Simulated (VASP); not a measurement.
Write the native input for VASP 6.6.1 that does the following.

```yaml
Task: single point
Functional: PBEsol
Dispersion: D3(BJ)
Potentials_or_basis: VASP PAW PBE potentials, release 64 (Sn_d, O)
Cutoff: 520 eV
k_mesh: 12 × 12 × 10
Occupations: gaussian, width 0.15 eV
Spin: no spin polarisation
Dipole_correction: no
Further_INCAR_settings: ALGO = Normal; EDIFF = 1e-07; NBANDS = 28
```

The structure of SnO lies in POSCAR:

```
SnO
1.0
    3.8020000000      0.0000000000      0.0000000000
    0.0000000000      3.8020000000      0.0000000000
    0.0000000000      0.0000000000      5.0778000000
Sn O
2 2
Direct
    0.0000000000      0.5000000000      0.2385000000
    0.5000000000      0.0000000000      0.7615000000
    0.0000000000      0.0000000000      0.0000000000
    0.5000000000      0.5000000000      0.0000000000
```

This cell differs from its parent crystal: strain +0.000 along x and y, +0.050 along z.

The input as run:

INCAR

```
  PREC = Accurate
  ENCUT = 520
  EDIFF = 1E-7
  ISMEAR = 0
  SIGMA = 0.15
  LREAL = False
  LASPH = True
  NELM = 100
  ALGO = Normal
  ISIF = 2
  LWAVE = False
  LCHARG = False
  GGA = PS
  IVDW = 12
  NBANDS = 28
```

KPOINTS

```
regular mesh
0
Gamma
  12 12 10
```

Potentials or basis: VASP PAW PBE potentials, release 64 (Sn_d, O).

The run is started by

```console
$ cat potpaw_PBE.64/Sn_d/POTCAR potpaw_PBE.64/O/POTCAR > POTCAR
$ mpirun -np 1 vasp_std > vasp.out
```

It gave:

| Item | Value |
| --- | --- |
| Pressure | -5.3 GPa |
| Largest force | 0.781 eV/Å |
| Band gap on the k mesh | zero (bands 20 and 21 overlap by 0.01 eV) |
| Dispersion energy per atom | -0.205 eV |

Caveat: the cell differs from its parent crystal (strain +0.000 along x and y, +0.050 along z); the cell stands under tension; semilocal functionals underestimate gaps, and a narrow one can read as zero; the PAW data sets were made with another functional, which shifts forces and pressure a little; spin-orbit coupling is left out, which moves the levels of the heavy elements.

Run time: 5.8 min on 1 thread of Intel(R) Xeon(R) Platinum 8259CL CPU @ 2.50GHz (Skylake/Cascade Lake) (shared host), peak memory 0.38 GiB.
